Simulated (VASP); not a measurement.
# FeGe (P2_13) in VASP: settings compared

FeGe is run at these levels: PBEsol, LDA, r2SCAN; tasks: single point.

All numbers are computed with VASP 6.6.1; they aren't measurements. Logs are shortened: lines on timing, memory, paths and dates and some standing lists are left out, and cuts for length are marked.

**1. The cell of the first run**

It takes space group P2_13 (No. 198, cubic). Conventional cell: a = 4.596 Å, b = 4.596 Å, c = 4.596 Å, α = 90.00°, β = 90.00°, γ = 90.00°. Ge (site symmetry 3) has 7 Fe at 2.34 to 2.58 Å and 6 Ge at 2.85 Å within 3.1 Å. Within 3.1 Å of Fe (site symmetry 3) lie 7 Ge at 2.34 to 2.58 Å and 6 Fe at 2.82 Å.

**2. Single point, PBEsol, collinear spin, ferromagnetic start**

File INCAR:

```
SYSTEM = FeGe
PREC = Accurate
ENCUT = 520
EDIFF = 1E-6
ISMEAR = -1
SIGMA = 0.05
LREAL = .False.
LASPH = .True.
NELM = 150
ALGO = Normal
ISIF = 2
LWAVE = .False.
LCHARG = .False.
ISPIN = 2
MAGMOM = 0 0 0 0 3 3 3 3
LORBIT = 11
LMAXMIX = 4
GGA = PS
NBANDS = 58
```

File KPOINTS:

```
Automatic mesh
0
Gamma
  6 6 6
  0 0 0
```

File POSCAR:

```
FeGe
1.0
    4.5960437177      0.0000000000      0.0000000000
    0.0000000000      4.5960437177      0.0000000000
    0.0000000000      0.0000000000      4.5960437177
Ge Fe
4 4
Direct
    0.1580137971      0.3419862029      0.6580137971
    0.3419862029      0.6580137971      0.1580137971
    0.6580137971      0.1580137971      0.3419862029
    0.8419862029      0.8419862029      0.8419862029
    0.8637242822      0.6362757178      0.3637242822
    0.6362757178      0.3637242822      0.8637242822
    0.3637242822      0.8637242822      0.6362757178
    0.1362757178      0.1362757178      0.1362757178
```

Potentials or basis: VASP PAW PBE potentials, release 64 (Ge_d, Fe).

Launch:

```bash
$ cat potpaw_PBE.64/Ge_d/POTCAR potpaw_PBE.64/Fe/POTCAR > POTCAR
$ mpirun -np 1 vasp_std > vasp.out
```

OUTCAR:

```text
SYSTEM = FeGe
   PREC = Accurate
   ENCUT = 520
   EDIFF = 1E-6
   ISMEAR = -1
   LREAL = .False.
   LASPH = .True.
   NELM = 150
   ISIF = 2
   ISPIN = 2
   LORBIT = 11
   GGA = PS

 ion  position               nearest neighbor table
   1  0.158  0.342  0.658-   5 2.34   6 2.39   7 2.39   8 2.39   7 2.58   8 2.58   6 2.58   2 2.85
                             2 2.85   3 2.85   4 2.85   3 2.85   4 2.85
   2  0.342  0.658  0.158-   6 2.34   5 2.39   7 2.39   8 2.39   5 2.58   7 2.58   8 2.58   1 2.85
                             1 2.85   3 2.85   3 2.85   4 2.85   4 2.85
   3  0.658  0.158  0.342-   7 2.34   6 2.39   5 2.39   8 2.39   6 2.58   5 2.58   8 2.58   1 2.85
                             4 2.85   2 2.85   2 2.85   1 2.85   4 2.85
   4  0.842  0.842  0.842-   8 2.34   6 2.39   7 2.39   5 2.39   6 2.58   5 2.58   7 2.58   2 2.85
                             3 2.85   1 2.85   3 2.85   1 2.85   2 2.85
   5  0.864  0.636  0.364-   1 2.34   2 2.39   3 2.39   4 2.39   3 2.58   4 2.58   2 2.58   8 2.82
                             6 2.82   6 2.82   8 2.82   7 2.82   7 2.82
   6  0.636  0.364  0.864-   2 2.34   1 2.39   3 2.39   4 2.39   1 2.58   3 2.58   4 2.58   8 2.82
                             5 2.82   5 2.82   7 2.82   7 2.82   8 2.82
   7  0.364  0.864  0.636-   3 2.34   2 2.39   1 2.39   4 2.39   2 2.58   1 2.58   4 2.58   8 2.82
                             8 2.82   5 2.82   6 2.82   6 2.82   5 2.82
   8  0.136  0.136  0.136-   4 2.34   2 2.39   3 2.39   1 2.39   2 2.58   1 2.58   3 2.58   5 2.82
                             6 2.82   7 2.82   7 2.82   5 2.82   6 2.82

  LATTYP: Found a simple cubic cell.
 ALAT       =     4.5960437177

  Lattice vectors:

 A1 = (   4.5960437177,   0.0000000000,   0.0000000000)
 A2 = (   0.0000000000,   4.5960437177,   0.0000000000)
 A3 = (   0.0000000000,   0.0000000000,   4.5960437177)

Analysis of symmetry for initial positions (statically):
=====================================================================
 Subroutine PRICEL returns:
 Original cell was already a primitive cell.

 Routine SETGRP: Setting up the symmetry group for a
 simple cubic supercell.

 Subroutine GETGRP returns: Found 12 space group operations
 (whereof  3 operations were pure point group operations)
 out of a pool of 48 trial point group operations.

The static configuration has the point symmetry C_3 .
 The point group associated with its full space group is T   .

Analysis of symmetry for dynamics (positions and initial velocities):
=====================================================================
 Subroutine PRICEL returns:
 Original cell was already a primitive cell.

 Routine SETGRP: Setting up the symmetry group for a
 simple cubic supercell.

 Subroutine GETGRP returns: Found 12 space group operations
 (whereof  3 operations were pure point group operations)
 out of a pool of 48 trial point group operations.

The dynamic configuration has the point symmetry C_3 .
 The point group associated with its full space group is T   .

[... 177 lines left out ...]
 cond. band min:       8.5264868054   @ k =   0.5000   0.5000   0.0000
 fundamental gap:      0.0163231726
 Fermi energy:         8.5255657038

 spin component 1

 k-point     1 :       0.0000    0.0000    0.0000
  band No.  band energies     occupation
      1     -16.0377      1.00000
      2     -16.0377      1.00000
      3     -16.0377      1.00000
      4     -15.9954      1.00000
      5     -15.9954      1.00000
      6     -15.9954      1.00000
[... 1405 lines left out ...]
     55      14.2579      0.00000
     56      14.2579      0.00000
 Fermi energy:         8.5255657038

 spin component 2

 k-point     1 :       0.0000    0.0000    0.0000
  band No.  band energies     occupation
      1     -16.0533      1.00000
      2     -16.0533      1.00000
      3     -16.0533      1.00000
      4     -16.0095      1.00000
      5     -16.0095      1.00000
      6     -16.0095      1.00000
[... 1405 lines left out ...]
     55      14.4396      0.00000
     56      14.4396      0.00000
 [bands above 56 left out]

------------------------ aborting loop because EDIFF is reached ----------------------------------------

  FORCE on cell =-STRESS in cart. coord.  units (eV):
  Direction    XX          YY          ZZ          XY          YZ          ZX
  --------------------------------------------------------------------------------------
  -------------------------------------------------------------------------------------
  Total        0.2040865      0.2040865      0.2040865     -0.0000000     -0.0000000     -0.0000000
  in kB        3.3680018      3.3680018      3.3680018     -0.0000000     -0.0000000     -0.0000000
  external PRESSURE =       3.3680018 kB  Pullay stress =       0.0000000 kB

 VOLUME and BASIS-vectors are now :
 -----------------------------------------------------------------------------
  energy-cutoff  :      520.00
  volume of cell :       97.09
      direct lattice vectors                 reciprocal lattice vectors
     4.596043718  0.000000000  0.000000000     0.217578435  0.000000000  0.000000000
     0.000000000  4.596043718  0.000000000     0.000000000  0.217578435  0.000000000
     0.000000000  0.000000000  4.596043718     0.000000000  0.000000000  0.217578435

 POSITION                                       TOTAL-FORCE (eV/Angst)
 -----------------------------------------------------------------------------------
      0.72624      1.57178      3.02426         0.004476     -0.004476      0.004476
      1.57178      3.02426      0.72624        -0.004476      0.004476      0.004476
      3.02426      0.72624      1.57178         0.004476      0.004476     -0.004476
      3.86981      3.86981      3.86981        -0.004476     -0.004476     -0.004476
      3.96971      2.92435      1.67169        -0.006013      0.006013     -0.006013
      2.92435      1.67169      3.96971         0.006013     -0.006013     -0.006013
      1.67169      3.96971      2.92435        -0.006013     -0.006013      0.006013
      0.62633      0.62633      0.62633         0.006013      0.006013      0.006013
 -----------------------------------------------------------------------------------
    total drift:                                0.000000      0.000000      0.000000

  FREE ENERGIE OF THE ION-ELECTRON SYSTEM (eV)
  ---------------------------------------------------
  free  energy   TOTEN  =       -57.0896851762 eV

  energy  without entropy=      -57.0350689790  energy(sigma->0) =      -57.06237708

 total charge

# of ion       s       p       d       tot
------------------------------------------
    1        1.112   1.289  10.140  12.541
    2        1.112   1.289  10.140  12.541
    3        1.112   1.289  10.140  12.541
    4        1.112   1.289  10.140  12.541
    5        0.398   0.544   6.511   7.453
    6        0.398   0.544   6.511   7.453
    7        0.398   0.544   6.511   7.453
    8        0.398   0.544   6.511   7.453
--------------------------------------------------
tot          6.039   7.335  66.604  79.978

 magnetization (x)

# of ion       s       p       d       tot
------------------------------------------
    1       -0.011  -0.052  -0.004  -0.067
    2       -0.011  -0.052  -0.004  -0.067
    3       -0.011  -0.052  -0.004  -0.067
    4       -0.011  -0.052  -0.004  -0.067
    5       -0.001  -0.002   1.095   1.092
    6       -0.001  -0.002   1.095   1.092
    7       -0.001  -0.002   1.095   1.092
    8       -0.001  -0.002   1.095   1.092
--------------------------------------------------
tot         -0.046  -0.219   4.366   4.101
```

OSZICAR:

```text
N       E                     dE             d eps       ncg     rms          rms(c)
DAV:   1     0.971761814910E+03    0.97176E+03   -0.35553E+04  6624   0.407E+03
DAV:   2     0.151823414776E+03   -0.81994E+03   -0.77333E+03  5568   0.926E+02
DAV:   3    -0.446272327402E+02   -0.19645E+03   -0.18453E+03  5568   0.269E+02
DAV:   4    -0.616373503520E+02   -0.17010E+02   -0.16575E+02  6376   0.906E+01
DAV:   5    -0.620985606705E+02   -0.46121E+00   -0.45855E+00  6424   0.167E+01    0.288E+01
DAV:   6    -0.661074490419E+02   -0.40089E+01   -0.69273E+01  6918   0.763E+01    0.278E+01
DAV:   7    -0.571409239224E+02    0.89665E+01   -0.32897E+01  6348   0.585E+01    0.646E+00
DAV:   8    -0.571912842359E+02   -0.50360E-01   -0.29088E+00  6168   0.824E+00    0.328E+00
DAV:   9    -0.571022405195E+02    0.89044E-01   -0.18441E-01  6982   0.363E+00    0.134E+00
DAV:  10    -0.570916268131E+02    0.10614E-01   -0.27313E-02  6982   0.132E+00    0.374E-01
DAV:  11    -0.570897174106E+02    0.19094E-02   -0.41427E-03  6500   0.572E-01    0.125E-01
DAV:  12    -0.570896799376E+02    0.37473E-04   -0.58153E-04  6916   0.163E-01    0.731E-02
DAV:  13    -0.570896805029E+02   -0.56530E-06   -0.50526E-05  6720   0.525E-02    0.361E-02
DAV:  14    -0.570896858226E+02   -0.53197E-05   -0.13162E-05  6034   0.321E-02    0.113E-02
DAV:  15    -0.570896851762E+02    0.64635E-06   -0.19926E-06  4026   0.149E-02
   1 F= -.57089685E+02 E0= -.57062377E+02  d E =-.546162E-01  mag=     4.0194
```

stdout:

```text
POSCAR found type information on POSCAR GeFe
 POSCAR found :  2 types and       8 ions
 scaLAPACK will be used
 -----------------------------------------------------------------------------
|                                                                             |
|                                                                             |
|     You enforced a specific xc type in the INCAR file but a different       |
|     I HOPE YOU KNOW WHAT YOU ARE DOING!                                     |
|                                                                             |
 -----------------------------------------------------------------------------

 LDA part: xc-table for (Slater+PW92), standard interpolation
 POSCAR, INCAR and KPOINTS ok, starting setup
 FFT: planning ... GRIDC
 FFT: planning ... GRID_SOFT
 FFT: planning ... GRID
 WAVECAR not read
 entering main loop
```

Run time: 7.2 min. Hardware: 1 thread of Intel Xeon 8259CL, shared host; peak memory 0.35 GiB.

Results:

| Quantity | Value |
| --- | --- |
| Free energy | -57.0897 eV |
| Pressure | 0.3 GPa |
| Largest force | 0.010 eV/Å |
| Band gap on the k mesh | zero (filled and empty bands overlap) |
| Net moment | 4.02 μB per cell |
| Site moments | Ge -0.07; Fe +1.09 μB |
| Valence electrons inside the program's atomic spheres | Ge 12.54; Fe 7.45 |

Forces in eV/Å, atoms in the order of the input:
```
Ge   0.004 -0.004  0.004
Ge  -0.004  0.004  0.004
Ge   0.004  0.004 -0.004
Ge  -0.004 -0.004 -0.004
Fe  -0.006  0.006 -0.006
Fe   0.006 -0.006 -0.006
Fe  -0.006 -0.006  0.006
Fe   0.006  0.006  0.006
```

Caveat: the PAW data sets were made with another functional, which shifts forces and pressure a little.

(Part 1 of 2 ends here.)

The gap in the log of VASP goes by the Fermi energy; the results here count the filled bands.